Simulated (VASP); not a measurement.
C: single point with r2SCAN+D3(BJ)

C:

```
C
1.0
     2.45733    0.00000    0.00000
    -1.22866    2.12811    0.00000
     0.00000    0.00000    6.92174
C
4
Direct
  0.00000 0.00000 0.25000
  0.00000 0.00000 0.75000
  0.33333 0.66667 0.25000
  0.66667 0.33333 0.75000
```

```
Program                : VASP 6.6.1
Task                   : single point
Functional             : r2SCAN
Dispersion             : D3(BJ)
Potentials or basis    : VASP PAW PBE potentials, release 64 (C)
Cutoff                 : 520 eV
k mesh                 : 21 × 21 × 6
Occupations            : gaussian, width 0.1 eV
Spin                   : no spin polarisation
Dipole correction      : no
Further INCAR settings : ALGO = Normal; EDIFF = 1e-07; NBANDS = 16
```

* Pressure: -0.2 GPa
* Band gap on the k mesh: zero (bands 8 and 9 overlap by 0.02 eV)
* Dispersion energy per atom: -0.074 eV

Stress tensor (GPa, compression positive):
```
 0.15  0.00  0.00
 0.00  0.15  0.00
 0.00  0.00 -1.01
```

Levels at points of the mesh, in eV from the Fermi level:
| k point | band 6 | band 7 | band 8 | band 9 | band 10 | band 11 |
| --- | --- | --- | --- | --- | --- | --- |
| (0.00, 0.00, 0.00) | -3.20 | -3.19 | -3.19 | 4.18 | 8.71 | 8.71 |
| (0.00, 0.00, 0.50) | -3.20 | -3.20 | -3.20 | 6.71 | 6.71 | 8.73 |

Run time: 3.2 min on 1 thread of AMD EPYC 9R45 96-Core Processor (Zen 5) (shared host), peak memory 0.18 GiB.

Caveat: the PAW data sets were made with another functional, which shifts forces and pressure a little.
